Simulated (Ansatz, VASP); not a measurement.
# One calculation of Pt, two programs

```
Pt
1.0
    -1.71096    1.71096    1.64759
     1.71096   -1.71096    1.64759
     1.71096    1.71096   -1.64759
Pt
1
Direct
  0.00000 0.00000 0.00000
```

Change from the starting cell: strain +0.080 along x and y, +0.040 along z, atoms carried along.

Alike in both runs: task single point; functional PBE; k mesh 22 × 22 × 22; occupations gaussian, width 0.15 eV; no spin polarisation.

|  | VASP | Ansatz |
| --- | --- | --- |
| version | VASP 6.6.1 | Ansatz 0.2.0 |
| potentials or method | VASP PAW PBE potentials, release 64 (Pt), cutoff 520 eV | scalar-relativistic, plane waves, PAW |
| valence electrons in the cell | 10 | 18 |

Ansatz gave:

* gap on the k mesh at the Fermi level (eV): none
* pressure (GPa): -27.3
* traceless stress, the component that is largest in VASP (GPa): -1.34

What did VASP give for the same quantities?

gap on the k mesh at the Fermi level (eV): none; pressure (GPa): -27.4; traceless stress, the component that is largest in VASP (GPa): -1.32.

A gap of «none» marks a metal or a gap that the smearing closes. VASP's potentials hold 10 valence electrons a cell and Ansatz's 18, so a difference there can come from the potentials and not from the codes.

Neither program's run includes spin-orbit coupling.
